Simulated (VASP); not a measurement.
**Ge5Pd: single point with PBE**

Ge5Pd:

```
Ge Pd
1.0
     3.17080    0.00000    0.00000
    -1.58540    2.74599    0.00000
     0.00000    0.00000   16.02296
Ge Pd
5 1
Direct
  0.66667 0.33333 0.83495
  0.00000 0.00000 0.66732
  0.66667 0.33333 0.50000
  0.00000 0.00000 0.33268
  0.66667 0.33333 0.16505
  0.00000 0.00000 0.00000
```

The cell was built from a structure type or drawn by symmetry, and may not be a known phase.

| Quantity | Value |
| --- | --- |
| Program | VASP 6.6.1 |
| Task | single point |
| Functional | PBE |
| Potentials or basis | VASP PAW PBE potentials, release 64 (Ge_d, Pd) |
| Cutoff | 520 eV |
| k mesh | 6 × 6 × 1 |
| Occupations | gaussian, width 0.1 eV |
| Spin | no spin polarisation |

The pressure is -10.4 GPa. The largest force is 0.844 eV/Å and the band gap on the k mesh is zero (bands 40 and 41 overlap by 5.71 eV).

Forces in eV/Å, atoms in the order of the input:
```
Ge   0.000  0.000  0.844
Ge   0.000  0.000 -0.186
Ge   0.000  0.000  0.000
Ge   0.000  0.000  0.186
Ge   0.000  0.000 -0.844
Pd   0.000  0.000  0.000
```

Stress tensor (GPa, compression positive):
```
 -9.86   0.00   0.00
  0.00  -9.86   0.00
  0.00   0.00 -11.45
```

Levels at points of the mesh, in eV from the Fermi level:
| k point | band 38 | band 39 | band 40 | band 41 | band 42 | band 43 |
| --- | --- | --- | --- | --- | --- | --- |
| (0.00, 0.00, 0.00) | -0.65 | 0.15 | 4.37 | 4.60 | 5.82 | 5.82 |
| (0.50, 0.00, 0.00) | -1.29 | -1.01 | -0.36 | 0.04 | 0.77 | 2.09 |

It took 26 s on 1 thread of Intel(R) Xeon(R) 6975P-C (Granite Rapids), with other jobs on the host, peak memory 0.26 GiB.

Caveat: the k points lie up to 0.39 Å⁻¹ apart, too coarse for converged energies and pressures of a metal.
